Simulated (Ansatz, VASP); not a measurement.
**Two plane-wave programs on VN**

Contents of INCAR:

```
PREC = Accurate
ENCUT = 600
EDIFF = 1E-7
ISMEAR = 0
SIGMA = 0.1
LREAL = F
LASPH = T
NELM = 120
ALGO = Normal
ISIF = 3
LWAVE = F
LCHARG = F
GGA = PE
IBRION = 2
NSW = 100
EDIFFG = -0.05
GGA_COMPAT = F
NELMIN = 4
```

KPOINTS

```
regular mesh
0
Gamma
  8 8 8
```

File POSCAR:

```
VN
1.0
    0.0000000000      2.0400000000      2.0400000000
    2.0400000000      0.0000000000      2.0400000000
    2.0400000000      2.0400000000      0.0000000000
V N
1 1
Direct
    0.0000000000      0.0000000000      0.0000000000
    0.5000000000      0.5000000000      0.5000000000
```

Input for Ansatz:

```yaml
crystal:
  lattice:
    - [0.0, 2.04, 2.04]
    - [2.04, 0.0, 2.04]
    - [2.04, 2.04, 0.0]
  atoms:
    - { symbol: V, position: [0.0, 0.0, 0.0] }
    - { symbol: "N", position: [0.5, 0.5, 0.5] }
basis:
  ecutwfc: 420
kpoints:
  mp_grid: { grid: [8, 8, 8] }
hamiltonian:
  xc: pbe
  pseudopotentials: { kind: paw, azcp: { folder: soft_1 } }
scf:
  occupations: { method: gaussian, width: 0.1 }
output:
  forces: true
  stress: true
  eigenvalues: true
relax:
  adjacent_minimum: "off"
  f_tol: 0.05
  max_steps: 80
  cell: { stress_tol: 0.5 }
```

Alike in both runs: task relaxation of cell and atoms; functional PBE; k mesh 8 × 8 × 8; occupations gaussian, width 0.1 eV; no spin polarisation.

```csv
,VASP,Ansatz
version,VASP 6.6.1,Ansatz 0.2.0
potentials or method,"VASP PAW PBE potentials, release 64 (V_sv, N), cutoff 600 eV","scalar-relativistic, plane waves, PAW"
valence electrons in the cell,18,18
```

|  | VASP | Ansatz | Ansatz less VASP |
| --- | --- | --- | --- |
| gap on the k mesh at the Fermi level, each at its own relaxed structure (eV) | none | none | - |
| relaxed volume (Å³/atom) | 8.74 | 8.71 | -0.028 |
| relaxed cell length with the largest relative difference (Å) | 2.913 | 2.910 | -0.0031 |

A gap of «none» marks a metal or a gap that the smearing closes.

Noted on VASP's run: too few bands were computed for a metal, which touches its energy and stress.
